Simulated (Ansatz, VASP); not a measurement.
## One calculation of CaZrN, two programs

```
Ca Zr N
1.0
     3.12985    0.00000    0.00000
     0.00000    3.12985    0.00000
     0.00000    0.00000    7.42277
Ca Zr N
1 1 1
Direct
  0.50000 0.50000 0.00000
  0.50000 0.50000 0.50000
  0.00000 0.00000 0.50000
```

Alike in both runs: functional PBE; k mesh 6 × 6 × 2; occupations gaussian, width 0.1 eV; no spin polarisation.

Ansatz relaxed the structure, and its values are those at the end. VASP's run is a single point on that final structure, the one shown.

|  | VASP | Ansatz |
| --- | --- | --- |
| version | VASP 6.6.1 | Ansatz 0.2.0 |
| potentials or method | VASP PAW PBE potentials, release 64 (Ca_sv, Zr_sv, N), cutoff 520 eV | scalar-relativistic, plane waves, PAW |
| valence electrons in the cell | 27 | 27 |

```csv
,VASP,Ansatz,Ansatz less VASP
gap on the k mesh at the Fermi level (eV),none,none,-
pressure (GPa),0.2,0.1,-0.07
```

A gap of «none» marks a metal or a gap that the smearing closes.

The k mesh is coarse, so the values compare programs but aren't converged.
